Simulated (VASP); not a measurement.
Input of a VASP 6.6.1 run:

INCAR

```
  PREC = Accurate
  ENCUT = 520
  EDIFF = 1E-6
  ISMEAR = -1
  SIGMA = 0.1
  LREAL = F
  LASPH = T
  NELM = 150
  ALGO = Normal
  ISIF = 2
  LWAVE = F
  LCHARG = T
  ISPIN = 2
  MAGMOM = 4.5 4.5 0 0 0 0
  LORBIT = 11
  LMAXMIX = 4
  GGA = PE
  LELF = T
  LVHAR = T
  NBANDS = 40
```

The input KPOINTS:

```
regular mesh
0
Gamma
  5 5 6
```

POSCAR

```
MnF2
1.0
    4.8738000000      0.0000000000      0.0000000000
    0.0000000000      4.8738000000      0.0000000000
    0.0000000000      0.0000000000      3.3107000000
Mn F
2 4
Direct
    0.0000000000      0.0000000000      0.0000000000
    0.5000000000      0.5000000000      0.5000000000
    0.3053000000      0.3053000000      0.0000000000
    0.1947000000      0.8053000000      0.5000000000
    0.6947000000      0.6947000000      0.0000000000
    0.8053000000      0.1947000000      0.5000000000
```

Potentials or basis: VASP PAW PBE potentials, release 64 (Mn_pv, F).

The run is started by

```console
$ cat potpaw_PBE.64/Mn_pv/POTCAR potpaw_PBE.64/F/POTCAR > POTCAR
$ mpirun -np 1 vasp_std > vasp.out
```

Problem. Predict the site moments.

Solution. Mn +4.59; F +0.09 μB.

Problem. Estimate the pressure.

Solution. 3.7 GPa.

Stress tensor (GPa, compression positive):
```
3.57 0.00 0.00
0.00 3.57 0.00
0.00 0.00 4.04
```
